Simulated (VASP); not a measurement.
Wanted: the native input for a VASP 6.6.1 run.

| Item | Value |
| --- | --- |
| Task | single point |
| Functional | PBEsol |
| Potentials or basis | VASP PAW PBE potentials, release 64 (Pt, S) |
| Cutoff | 520 eV |
| k mesh | 12 × 12 × 8 |
| Occupations | gaussian, width 0.05 eV |
| Spin | no spin polarisation |
| Dipole correction | no |
| Further INCAR settings | ALGO = Normal; EDIFF = 1e-07; NBANDS = 18 |

The structure of PtS2 lies in POSCAR:

```
PtS2
1.0
    3.3660395020      0.0000000000      0.0000000000
   -1.6830197510      2.9150757189      0.0000000000
    0.0000000000      0.0000000000      5.1647700000
Pt S
1 2
Direct
    0.0000000000      0.0000000000      0.0000000000
    0.3333333333      0.6666666667      0.2500000000
    0.6666666667      0.3333333333      0.7500000000
```

This cell differs from its parent crystal: strain -0.050 along x and y, +0.025 along z.

One way to write it, as run:

INCAR

```
PREC = Accurate ; ENCUT = 520
EDIFF = 1E-7 ; ISMEAR = 0
SIGMA = 0.05 ; LREAL = False
LASPH = True ; NELM = 60
ALGO = Normal ; ISIF = 2
LWAVE = False ; LCHARG = False
GGA = PS ; NBANDS = 18
```

KPOINTS

```
Automatic mesh
0
Gamma
  12 12 8
```

Potentials or basis: VASP PAW PBE potentials, release 64 (Pt, S).

Command:

```bash
$ cat potpaw_PBE.64/Pt/POTCAR potpaw_PBE.64/S/POTCAR > POTCAR
$ mpirun -np 1 vasp_std > vasp.out
```

It gave:

The pressure is 12.9 GPa, the largest force is 0.308 eV/Å and the band gap on the k mesh is 0.67 eV, indirect (least direct gap 0.95 eV).

Caveat: the cell differs from its parent crystal (strain -0.050 along x and y, +0.025 along z); the PAW data sets were made with another functional, which shifts forces and pressure a little; spin-orbit coupling is left out, which moves the levels of the heavy elements.

Run time: 47 s on 1 thread of Intel(R) Xeon(R) 6975P-C (Granite Rapids), with other jobs on the host, peak memory 0.26 GiB.
